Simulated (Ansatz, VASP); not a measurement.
MgCu2S2 in VASP and in Ansatz

The input INCAR:

```
SYSTEM = MgCu2S2
PREC     = Accurate       ! precision mode
ENCUT    = 520            ! plane-wave cutoff, eV
EDIFF    = 1E-6           ! SCF threshold, eV
ISMEAR   = -1             ! smearing method
SIGMA    = 0.05           ! smearing width, eV
LREAL    = .FALSE.        ! projectors in reciprocal space
LASPH    = .TRUE.         ! aspherical terms in the spheres
NELM     = 100            ! most SCF steps
ALGO     = Normal         ! electronic algorithm
ISIF     = 2              ! what is computed and relaxed
LWAVE    = .FALSE.        ! write WAVECAR
LCHARG   = .FALSE.        ! write CHGCAR
GGA      = PE             ! functional
NBANDS   = 26             ! bands
```

File KPOINTS:

```
regular mesh
0
G
  8 8 8
  0 0 0
```

POSCAR

```
MgCu2S2
1.0
    1.9402985351      1.1202318815      6.7863209528
   -1.9402985351      1.1202318815      6.7863209528
    0.0000000000     -2.2404637631      6.7863209528
Cu S Mg
2 2 1
Direct
    0.1486230000      0.1527840000      0.1650590000
    0.6052150000      0.6160010000      0.5988070000
    0.4833360000      0.5049540000      0.5017900000
    0.9891170000      0.9794000000      0.9895170000
    0.3838620000      0.3760100000      0.3682930000
```

File input.yaml:

```yaml
crystal:
  lattice:
    - [1.9402985351, 1.1202318815, 6.7863209528]
    - [-1.9402985351, 1.1202318815, 6.7863209528]
    - [0.0, -2.2404637631, 6.7863209528]
  atoms:
    - { symbol: Cu, position: [0.148623, 0.152784, 0.165059] }
    - { symbol: Cu, position: [0.605215, 0.616001, 0.598807] }
    - { symbol: S, position: [0.483336, 0.504954, 0.50179] }
    - { symbol: S, position: [0.989117, 0.9794, 0.989517] }
    - { symbol: Mg, position: [0.383862, 0.37601, 0.368293] }
hamiltonian:
  xc: pbe
  pseudopotentials: { kind: paw }
kpoints:
  mp_grid: { grid: [8, 8, 8] }
scf:
  occupations: { method: fermi_dirac, width: 0.05 }
output:
  forces: true
  stress: true
  eigenvalues: true
```

Change from the starting cell: atoms moved at random, drawn with an rms of 0.05 Å.

Alike in both runs: task single point; functional PBE; k mesh 8 × 8 × 8; occupations fermi-dirac, width 0.05 eV; no spin polarisation.

```csv
,VASP,Ansatz
version,VASP 6.6.1,Ansatz 0.2.0
potentials or method,"VASP PAW PBE potentials, release 64 (Cu, S, Mg)",Ansatz PAW
plane-wave cutoff (eV),520,420
valence electrons in the cell,36,60
```

VASP gave:

- pressure (GPa): 0.8
- traceless stress, the component that is largest in VASP (GPa): -0.45
- rms of the force components (eV/Å): 0.192

Q: What did Ansatz give for the same quantities?

A: Pressure (GPa): 0.7; traceless stress, the component that is largest in VASP (GPa): -0.45; rms of the force components (eV/Å): 0.185.

Atom by atom the forces differ by 0.011 eV/Å (rms over components). VASP's potentials hold 36 valence electrons a cell and Ansatz's 60, so a difference there can come from the potentials and not from the codes.
